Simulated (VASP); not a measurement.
Here is a VASP 6.6.1 calculation.

INCAR

```
SYSTEM = HC8
PREC = Accurate
ENCUT = 520
EDIFF = 1E-6
ISMEAR = 0
SIGMA = 0.1
LREAL = .FALSE.
LASPH = .TRUE.
NELM = 150
ALGO = Normal
ISIF = 2
LWAVE = .FALSE.
LCHARG = .FALSE.
ISPIN = 2
MAGMOM = 0 0 0 0 0 0 0 0 1
LORBIT = 11
LDIPOL = .TRUE.
IDIPOL = 3
DIPOL = 0.5 0.5 0.246
GGA = PE
IVDW = 12
NBANDS = 30
```

Contents of KPOINTS:

```
regular mesh
0
G
  6 6 1
  0 0 0
```

POSCAR

```
HC8
1.0
    4.9313048824     -0.0000000001      0.0000000000
   -2.4656524412      4.2706353020      0.0000000000
    0.0000000000      0.0000000000     17.0000331944
C H
8 1
Direct
    0.3333333333      0.1666666667      0.2352956108
    0.3333333333      0.6666666667      0.2352956108
    0.8333333333      0.1666666667      0.2352956108
    0.8333333333      0.6666666667      0.2352956108
    0.1666666667      0.3333333333      0.2352936582
    0.1666666667      0.8333333333      0.2352936582
    0.6666666667      0.3333333333      0.2352936582
    0.6666666667      0.8333333333      0.2352936582
    0.4166666667      0.1666666667      0.3311777765
```

Potentials or basis: VASP PAW PBE potentials, release 64 (C, H).

Launch:

```console
$ cat potpaw_PBE.64/C/POTCAR potpaw_PBE.64/H/POTCAR > POTCAR
$ mpirun -np 1 vasp_std > vasp.out
```

(1) Predict the site moments.

(2) What does it give for the net moment?

(3) What does it give for the largest force?

Answers

(1) C -0.03, -0.02, +0.06, +0.05 (each value once); H +0.27 μB.

(2) 0.93 μB per cell.

(3) 1.370 eV/Å.
